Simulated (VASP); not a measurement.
Wanted: the native input for a VASP 6.6.1 run.

```
Task                   : single point
Functional             : PBE
Dispersion             : D3(BJ)
Potentials or basis    : VASP PAW PBE potentials, release 64 (Ta_pv)
Cutoff                 : 520 eV
k mesh                 : 2 × 2 × 1
Occupations            : fermi-dirac, width 0.05 eV
Spin                   : no spin polarisation
Dipole correction      : no
Further INCAR settings : LREAL = Auto; ALGO = Normal; EDIFF = 1e-06; NBANDS = 108
```

The structure of Ta lies in POSCAR:

```
Ta
1.0
    6.6200000000      0.0000000000      0.0000000000
    0.0000000000      6.6200000000      0.0000000000
    0.0000000000      0.0000000000     15.9650000000
Ta
17
Direct
    0.2500000000      0.2500000000      0.0626370000
    0.7500000000      0.2500000000      0.0626370000
    0.2500000000      0.7500000000      0.0626370000
    0.7500000000      0.7500000000      0.0626370000
   -0.0007855881     -0.0007876960      0.1546587583
    0.5007864437     -0.0007869868      0.1546575350
   -0.0007221968      0.5006469577      0.1546327022
    0.5007222095      0.5006458254      0.1546317917
    0.2499999597      0.2498899822      0.2552210309
    0.7499998218      0.2500878324      0.2582929019
    0.2500034951      0.7497431496      0.2581963296
    0.7500001495      0.7497929567      0.2612291613
    0.0070389691      0.0069852410      0.3592830353
    0.4929646316      0.0069883247      0.3592841551
    0.0072378115      0.4927412349      0.3593724213
    0.4927662081      0.4927380209      0.3593728897
    0.2499984716      0.2496299933      0.4439109518
```

One way to write it, as run:

INCAR

```
SYSTEM = Ta
PREC     = Accurate       ! precision mode
ENCUT    = 520            ! plane-wave cutoff, eV
EDIFF    = 1E-6           ! SCF threshold, eV
ISMEAR   = -1             ! smearing method
SIGMA    = 0.05           ! smearing width, eV
LREAL    = Auto         
LASPH    = .TRUE.         ! aspherical terms in the spheres
NELM     = 80             ! most SCF steps
ALGO     = Normal         ! electronic algorithm
ISIF     = 2              ! what is computed and relaxed
LWAVE    = .FALSE.        ! write WAVECAR
LCHARG   = .FALSE.        ! write CHGCAR
GGA      = PE             ! functional
IVDW     = 12             ! dispersion correction
NBANDS   = 108            ! bands
```

KPOINTS

```
regular mesh
0
G
  2 2 1
  0 0 0
```

Potentials or basis: VASP PAW PBE potentials, release 64 (Ta_pv).

Run with:

```bash
$ cat potpaw_PBE.64/Ta_pv/POTCAR > POTCAR
$ mpirun -np 1 vasp_std > vasp.out
```

Results of the run:

```json
{
  "Largest force": "0.123 eV/Å",
  "Band gap on the k mesh": "zero (an odd number of electrons rules out a gap without spin polarisation)",
  "Dispersion energy per atom": "-0.418 eV"
}
```

Caveat: the k points lie up to 0.47 Å⁻¹ apart, too coarse for converged energies and pressures of a metal; there is no dipole correction, which matters where the two faces differ; spin-orbit coupling is left out, which moves the levels of the heavy elements.

Wall time 10 min on 1 thread of Intel(R) Xeon(R) 6975P-C (Granite Rapids) (shared host), peak memory 0.68 GiB.
